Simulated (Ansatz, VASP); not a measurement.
As: VASP beside Ansatz

File INCAR:

```
  PREC = Accurate
  ENCUT = 400
  EDIFF = 1E-6
  ISMEAR = 0
  SIGMA = 0.04
  LREAL = F
  LASPH = T
  NELM = 120
  ALGO = Normal
  ISIF = 2
  LWAVE = F
  LCHARG = F
  LDIPOL = T
  IDIPOL = 3
  DIPOL = 0.5 0.5 0.628
  GGA = PE
  IVDW = 12
  NBANDS = 12
  GGA_COMPAT = F
  NELMDL = -8
```

The input KPOINTS:

```
regular mesh
0
Gamma
  12 12 1
```

Contents of POSCAR:

```
As
1.0
    3.5708954738      0.0000000000      0.0000000000
   -1.7854477369      3.0924861946      0.0000000000
    0.0000000000      0.0000000000     22.4800000000
As
2
Direct
    0.3333333333      0.6666666667      0.5965214396
    0.0000000000      0.0000000000      0.6584921643
```

Input for Ansatz:

```yaml
crystal:
  lattice:
    - [3.5708954738, 0.0, 0.0]
    - [-1.7854477369, 3.0924861946, 0.0]
    - [0.0, 0.0, 22.48]
  atoms:
    - { symbol: As, position: [0.3333333333, 0.6666666667, 0.5965214396] }
    - { symbol: As, position: [0.0, 0.0, 0.6584921643] }
basis:
  ecutwfc: 420
kpoints:
  mp_grid: { grid: [12, 12, 1] }
hamiltonian:
  xc: pbe
  dispersion: d3bj
  pseudopotentials: { kind: paw, azcp: { folder: soft_1 } }
scf:
  occupations: { method: gaussian, width: 0.04 }
  n_extra_bands: 6
  max_iter: 160
output:
  forces: true
  eigenvalues: true
  write_density: true
  write_potential: true
  elf: true
  volumetric_format: npy
efield:
  axis: 3
  dipole_correction: true
```

Alike in both runs: task single point; functional PBE; dispersion D3(BJ); k mesh 12 × 12 × 1; occupations gaussian, width 0.04 eV; no spin polarisation.

|  | VASP | Ansatz |
| --- | --- | --- |
| version | VASP 6.6.1 | Ansatz 0.2.0 |
| potentials or method | VASP PAW PBE potentials, release 64 (As), cutoff 400 eV | scalar-relativistic, plane waves, PAW |
| valence electrons in the cell | 10 | 30 |

Ansatz gave:

```
gap on the k mesh at the Fermi level (eV) : 1.57
least direct gap on the mesh (eV)         : 2.05
rms of the force components (eV/Å)        : 0.040
```

Question: Estimate VASP's values.

Answer: gap on the k mesh at the Fermi level (eV): 1.57; least direct gap on the mesh (eV): 2.04; rms of the force components (eV/Å): 0.091.

Atom by atom the forces differ by 0.052 eV/Å (rms over components). VASP's potentials hold 10 valence electrons a cell and Ansatz's 30, so a difference there can come from the potentials and not from the codes.
